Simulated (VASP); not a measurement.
Set up this calculation in VASP 6.6.1, as the native input.

```yaml
Task: single point
Functional: LDA
Potentials_or_basis: VASP PAW LDA potentials, release 64 (Al)
Cutoff: 520 eV
k_mesh: 12 × 12 × 6
Occupations: gaussian, width 0.05 eV
Spin: no spin polarisation
Dipole_correction: no
Further_INCAR_settings: ALGO = Normal; EDIFF = 1e-06; NBANDS = 10
```

The structure of Al lies in POSCAR:

```
Al
1.0
    2.7744445371      0.0000000000      0.0000000000
   -1.3872222735      2.4027394504      0.0000000000
    0.0000000000      0.0000000000      4.8010736936
Al
2
Direct
    0.6666666667      0.3333333333      0.7500000000
    0.3333333333      0.6666666667      0.2500000000
```

One way to write it, as run:

INCAR

```
SYSTEM = Al
  PREC = Accurate
  ENCUT = 520
  EDIFF = 1E-6
  ISMEAR = 0
  SIGMA = 0.05
  LREAL = .FALSE.
  LASPH = .TRUE.
  NELM = 80
  ALGO = Normal
  ISIF = 2
  LWAVE = .FALSE.
  LCHARG = .FALSE.
  GGA = CA
  NBANDS = 10
```

KPOINTS

```
Automatic mesh
0
G
  12 12 6
  0 0 0
```

Potentials or basis: VASP PAW LDA potentials, release 64 (Al).

The run is started by

```console
$ cat potpaw_LDA.64/Al/POTCAR > POTCAR
$ mpirun -np 1 vasp_std > vasp.out
```

Results of the run:

| Item | Value |
| --- | --- |
| Pressure | -0.2 GPa |
| Band gap on the k mesh | zero (band 3 reaches 11.85 eV, above the bottom of band 4 at 4.98 eV) |

It took 9.7 s on 1 thread of Intel(R) Xeon(R) Platinum 8488C (Sapphire Rapids), on a shared host, peak memory 0.14 GiB.
